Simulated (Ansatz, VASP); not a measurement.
## HfO2: VASP beside Ansatz

```
Hf O
1.0
     5.24651    0.00000    0.00000
     0.00000    5.03037    0.00000
     0.00000    0.00000    5.21108
Hf O
4 8
Direct
  0.03327 0.26635 0.23829
  0.46673 0.26635 0.73829
  0.53327 0.73365 0.23829
  0.96673 0.73365 0.73829
  0.36367 0.06516 0.38514
  0.13633 0.06516 0.88514
  0.72793 0.46401 0.48957
  0.77207 0.46401 0.98957
  0.27207 0.53599 0.98957
  0.22793 0.53599 0.48957
  0.86367 0.93484 0.38514
  0.63633 0.93484 0.88514
```

Change from the starting cell: uniaxial_z strain +3.0%.

Alike in both runs: task single point; functional PBE; k mesh 6 × 6 × 6; occupations fermi-dirac, width 0.02 eV; no spin polarisation.

|  | VASP | Ansatz |
| --- | --- | --- |
| version | VASP 6.6.1 | Ansatz 0.2.0 |
| potentials or method | VASP PAW PBE potentials, release 64 (Hf_pv, O) | plane waves, PAW |
| plane-wave cutoff (eV) | 520 | 420 |
| valence electrons in the cell | 88 | 152 |

VASP gave:

- gap on the k mesh at the Fermi level (eV): 4.29
- pressure (GPa): -3.6
- traceless stress, the component that is largest in VASP (GPa): -5.61
- rms of the force components (eV/Å): 0.014

Q: Which values does Ansatz return?

A: gap on the k mesh at the Fermi level (eV): 4.34; pressure (GPa): -0.5; traceless stress, the component that is largest in VASP (GPa): -5.58; rms of the force components (eV/Å): 0.027.

Atom by atom the forces differ by 0.026 eV/Å (rms over components). VASP's potentials hold 88 valence electrons a cell and Ansatz's 152, so a difference there can come from the potentials and not from the codes.

Spin-orbit coupling is off throughout.
